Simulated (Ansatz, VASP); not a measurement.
**Two plane-wave programs on Fe2Pt**

```
Fe Pt
1.0
     4.18105    0.00000    0.00000
    -2.09052    3.62089    0.00000
     0.00000    0.00000    2.56036
Fe Pt
2 1
Direct
  0.33333 0.66667 0.83333
  0.66667 0.33333 0.16667
  0.00000 0.00000 0.50000
```

Alike in both runs: task relaxation of cell and atoms; functional PBE; k mesh 6 × 6 × 6; occupations gaussian, width 0.1 eV; collinear spin.

|  | VASP | Ansatz |
| --- | --- | --- |
| version | VASP 6.6.1 | Ansatz 0.2.0 |
| potentials or method | VASP PAW PBE potentials, release 64 (Fe, Pt), cutoff 600 eV | scalar-relativistic, plane waves, PAW |
| valence electrons in the cell | 26 | 50 |

```tsv
	VASP	Ansatz	Ansatz less VASP
gap on the k mesh at the Fermi level, each at its own relaxed structure (eV)	none	none	-
net moment per atom (μB)	1.99	2.00	+0.007
size of the moment on the site where the two differ most (μB)	0.41	0.48	+0.069
relaxed volume (Å³/atom)	13.37	13.40	+0.029
relaxed cell length with the largest relative difference (Å)	4.183	4.186	+0.0033
```

Site moments also hang on the region over which each program counts them. A gap of «none» marks a metal or a gap that the smearing closes. VASP's potentials hold 26 valence electrons a cell and Ansatz's 50, so a difference there can come from the potentials and not from the codes.

The k mesh is coarse, so the values compare programs but aren't converged. Neither program's run includes spin-orbit coupling.
